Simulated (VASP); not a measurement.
Set up this calculation in VASP 6.6.1, as the native input.

* Task: single point
* Functional: PBE
* Potentials or basis: VASP PAW PBE potentials, release 64 (Co, Si)
* Cutoff: 520 eV
* k mesh: 6 × 6 × 2
* Occupations: gaussian, width 0.2 eV
* Spin: no spin polarisation
* Dipole correction: no
* Further INCAR settings: ALGO = Normal; EDIFF = 1e-06; NBANDS = 46

The structure of CoSi2 lies in POSCAR:

```
CoSi2
1.0
    3.9509102716      0.0006041915     -0.0003090087
   -1.9749316403      3.4206988017      0.0000874580
    0.0005576112      0.0007926602     14.2017491709
Co Si
4 8
Direct
    0.3331478822      0.6668007192      0.0146243573
    0.3331181122      0.6667764566      0.5146336026
    0.6664400940      0.3334205709      0.4852271951
    0.6664811648      0.3334245168      0.9851994251
    0.0001776538      0.0000149060      0.2499307846
    0.0003284548     -0.0002166154      0.7499543529
    0.3337256778      0.6667873630      0.1673793050
    0.3337442962      0.6663732256      0.6673964695
    0.6664896807      0.3333188703      0.3325022360
    0.6667531159      0.3330448870      0.8324701058
    0.9997730149      1.0001105007      0.5004099868
   -0.0001791474      0.0001445994      0.0002721794
```

These files were run (other wordings do the same):

INCAR

```
  PREC = Accurate
  ENCUT = 520
  EDIFF = 1E-6
  ISMEAR = 0
  SIGMA = 0.2
  LREAL = False
  LASPH = True
  NELM = 60
  ALGO = Normal
  ISIF = 2
  LWAVE = False
  LCHARG = True
  GGA = PE
  LELF = True
  LVHAR = True
  NBANDS = 46
```

KPOINTS

```
Automatic mesh
0
Gamma
  6 6 2
```

Potentials or basis: VASP PAW PBE potentials, release 64 (Co, Si).

Run with:

```console
$ cat potpaw_PBE.64/Co/POTCAR potpaw_PBE.64/Si/POTCAR > POTCAR
$ mpirun -np 1 vasp_std > vasp.out
```

Results of the run:

```yaml
Pressure: -0.1 GPa
Largest_force: 0.047 eV/Å
Band_gap_on_the_k_mesh: zero (bands 34 and 35 overlap by 0.82 eV)
```

Caveat: the run has no spin polarisation, though such a crystal can be magnetic.

Wall time 6.2 min on 1 thread of AMD EPYC 9R45 96-Core Processor (Zen 5), with other jobs on the host, peak memory 0.42 GiB.
